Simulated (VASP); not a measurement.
A run of VASP 6.6.1 is set up as follows.

The input INCAR:

```
SYSTEM = SrO
PREC = Accurate
ENCUT = 520
EDIFF = 1E-7
ISMEAR = 0
SIGMA = 0.018000000000000002
LREAL = .False.
LASPH = .True.
NELM = 100
ALGO = Normal
ISIF = 2
LWAVE = .False.
LCHARG = .True.
GGA = PE
LELF = .True.
LVHAR = .True.
NBANDS = 15
```

The input KPOINTS:

```
regular mesh
0
Gamma
  9 9 9
  0 0 0
```

File POSCAR:

```
SrO
1.0
    0.0000000000      2.5663000000      2.5663000000
    2.5663000000      0.0000000000      2.5663000000
    2.5663000000      2.5663000000      0.0000000000
Sr O
1 1
Direct
    0.5000000000      0.5000000000      0.5000000000
    0.0000000000      0.0000000000      0.0000000000
```

Potentials or basis: VASP PAW PBE potentials, release 64 (Sr_sv, O).

The run is started by

```console
$ cat potpaw_PBE.64/Sr_sv/POTCAR potpaw_PBE.64/O/POTCAR > POTCAR
$ mpirun -np 1 vasp_std > vasp.out
```

**Question.** Estimate the pressure.

**Answer.** 3.9 GPa.

**Question.** Predict the band gap on the k mesh.

**Answer.** 3.32 eV, indirect (least direct gap 3.41 eV).

A k mesh can miss the band edges. A hybrid or GW would open this gap; PBE tends to underestimate it.
